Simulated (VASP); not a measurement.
Runs of VASP 6.6.1 on Si. Symmetry: Fd-3m, No. 227, cubic system. Conventional cell: a = 5.444 Å, b = 5.444 Å, c = 5.444 Å, α = 90.00°, β = 90.00°, γ = 90.00°. Si (site symmetry -43m) has 4 Si at 2.36 Å within 3.1 Å. 

```tsv
level	potentials or basis	k mesh	cutoff (eV)	smearing	grid for exact exchange (PRECFOCK)	share of exact exchange	screening parameter	gap on the mesh (eV)	pressure (GPa)
LDA	VASP PAW LDA potentials, release 64 (Si)	4 × 4 × 4	500	gaussian 0.01 eV	-	-	-	0.59	-1.5
PBE	VASP PAW PBE potentials, release 64 (Si)	4 × 4 × 4	500	gaussian 0.01 eV	-	-	-	(c)	1.8
PBE	VASP PAW PBE potentials, release 64 (Si)	2 × 2 × 2	520	gaussian 0.01 eV	-	-	-	(a)	9.0
PBE-based screened hybrid	VASP PAW PBE potentials, release 64 (Si)	4 × 4 × 4	520	gaussian 0.01 eV	Normal	0.15	0.3 1/Å	0.98	(b)
PBE	VASP PAW PBE potentials, release 64 (Si)	6 × 6 × 6	520	methfessel-paxton 0.5 eV	-	-	-	0.72	1.3
PBE	VASP PAW PBE potentials, release 64 (Si)	6 × 6 × 6	520	methfessel-paxton 0.0999 eV	-	-	-	0.72	1.3
PBE	VASP PAW PBE potentials, release 64 (Si)	6 × 6 × 6	520	gaussian 0.01 eV	-	-	-	0.72	1.3
```

Alike in all rows: task single point; no spin polarisation; cell as given.

Question: Fill in the values left out.

Answer: (a) 0.61; (b) 0.9; (c) 0.71.

Caveats: some runs use coarse meshes; the PAW data sets were made with another functional, which shifts forces and pressure a little (some runs).

A k mesh can miss the band edges.
